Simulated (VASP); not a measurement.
Runs of VASP 6.6.1 on MgO. The structure is that of space group F-43m (No. 216), or close to it. The cells are those of the table. 

| task | level | potentials or basis | cell | k mesh | smearing | gap on the mesh (eV) | pressure (GPa) |
| --- | --- | --- | --- | --- | --- | --- | --- |
| single point | PBE | VASP PAW PBE potentials, release 64 (Mg, O) | a = 3.261 Å, angles 60.0°, 2 atoms | 10 × 10 × 10 | fermi-dirac 0.05 eV | 3.47 | -0.4 |
| dielectric tensor | PBEsol | VASP PAW PBE potentials, release 64 (Mg, O) | a = 3.261 Å, angles 60.0°, 2 atoms | 10 × 10 × 10 | gaussian 0.01 eV | 3.35 | - |
| single point | PBEsol | VASP PAW PBE potentials, release 64 (Mg, O) | a = 3.240 Å, angles 60.0°, 2 atoms | 10 × 10 × 10 | fermi-dirac 0.05 eV | 3.47 | (b) |
| single point | RPBE+D3(BJ) | VASP PAW PBE potentials, release 64 (Mg, O) | a = 3.146 Å, angles 60.0°, 2 atoms | 10 × 10 × 10 | fermi-dirac 0.05 eV | 4.21 | -0.6 |
| single point | PBE | VASP PAW PBE potentials, release 64 (Mg, O) | a = 3.240 Å, angles 60.0°, 2 atoms | 10 × 10 × 10 | fermi-dirac 0.05 eV | (a) | 2.0 |

Alike in all rows: no spin polarisation; cutoff (eV) 520.

Question: Fill in the values left out.

Answer: (a) 3.58; (b) -0.8.

Caveats: the PAW data sets were made with another functional, which shifts forces and pressure a little (some runs).

